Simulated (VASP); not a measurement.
HgTe:

```
Hg Te
1.0
     0.00000    3.32601    3.32601
     3.32601    0.00000    3.32601
     3.32601    3.32601    0.00000
Hg Te
1 1
Direct
  0.00000 0.00000 0.00000
  0.25000 0.25000 0.25000
```

- Program: VASP 6.6.1
- Task: relaxation of cell and atoms
- Functional: r2SCAN
- Potentials or basis: VASP PAW PBE potentials, release 64 (Hg, Te)
- Cutoff: 600 eV
- k mesh: 6 × 6 × 6
- Occupations: fermi-dirac, width 0.02 eV
- Spin: no spin polarisation

At the start: pressure -1.2 GPa; volume 36.79 Å³/atom.

Task: How do energy, volume and symmetry change on relaxing?

Result: Over 3 steps the energy falls by 4.5 meV/atom and the volume is 35.62 Å³/atom (-3.2 %); space group F-43m (No. 216, to 0.05 Å).

The path:
| step | energy change (eV) | largest force (eV/Å) | pressure (GPa) | volume (Å³) |
| --- | --- | --- | --- | --- |
| 1 | 0.0000 | 0.0000 | -1.19 | 73.59 |
| 2 | -0.0085 | 0.0000 | 0.30 | 70.72 |
| 3 | -0.0090 | 0.0000 | 0.00 | 71.24 |

Final structure:
```yaml
crystal:
  lattice:
    - [0.00000, 3.29028, 3.29028]
    - [3.29028, 0.00000, 3.29028]
    - [3.29028, 3.29028, 0.00000]
  atoms:
    - { symbol: Hg, position: [0.00000, 0.00000, 0.00000] }
    - { symbol: Te, position: [0.25000, 0.25000, 0.25000] }
```

Caveat: the PAW data sets were made with another functional, which shifts forces and pressure a little.
